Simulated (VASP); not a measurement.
Wanted: the native input for a VASP 6.6.1 run.

- Task: single point
- Functional: PBEsol
- Potentials or basis: VASP PAW PBE potentials, release 64 (Al)
- Cutoff: 520 eV
- k mesh: 18 × 18 × 10
- Occupations: fermi-dirac, width 0.03 eV
- Spin: no spin polarisation
- Dipole correction: no
- Further INCAR settings: ALGO = Normal; EDIFF = 1e-06; NBANDS = 10

The structure of Al lies in POSCAR:

```
Al
1.0
    2.8717451011      0.0000000000      0.0000000000
   -1.4358725505      2.4870042108      0.0000000000
    0.0000000000      0.0000000000      4.6586341472
Al
2
Direct
    0.3333333333      0.6666666667      0.2500000000
    0.6666666667      0.3333333333      0.7500000000
```

These files were run (other wordings do the same):

INCAR

```
SYSTEM = Al
PREC     = Accurate       ! precision mode
ENCUT    = 520            ! plane-wave cutoff, eV
EDIFF    = 1E-6           ! SCF threshold, eV
ISMEAR   = -1             ! smearing method
SIGMA    = 0.03           ! smearing width, eV
LREAL    = .FALSE.        ! projectors in reciprocal space
LASPH    = .TRUE.         ! aspherical terms in the spheres
NELM     = 80             ! most SCF steps
ALGO     = Normal         ! electronic algorithm
ISIF     = 2              ! what is computed and relaxed
LWAVE    = .FALSE.        ! write WAVECAR
LCHARG   = .TRUE.         ! write CHGCAR
GGA      = PS             ! functional
LELF     = .TRUE.         ! ELF
LVHAR    = .TRUE.       
NBANDS   = 10             ! bands
```

KPOINTS

```
Automatic mesh
0
G
  18 18 10
  0 0 0
```

Potentials or basis: VASP PAW PBE potentials, release 64 (Al).

The run is started by

```bash
$ cat potpaw_PBE.64/Al/POTCAR > POTCAR
$ mpirun -np 1 vasp_std > vasp.out
```

Results of the run:

- Pressure: -1.4 GPa
- Band gap on the k mesh: zero (band 3 reaches 12.06 eV, above the bottom of band 4 at 4.64 eV)

Caveat: the PAW data sets were made with another functional, which shifts forces and pressure a little.

Run time: 32 s on 1 thread of Intel(R) Xeon(R) Platinum 8259CL CPU @ 2.50GHz (Skylake/Cascade Lake), on a shared host, peak memory 0.19 GiB.
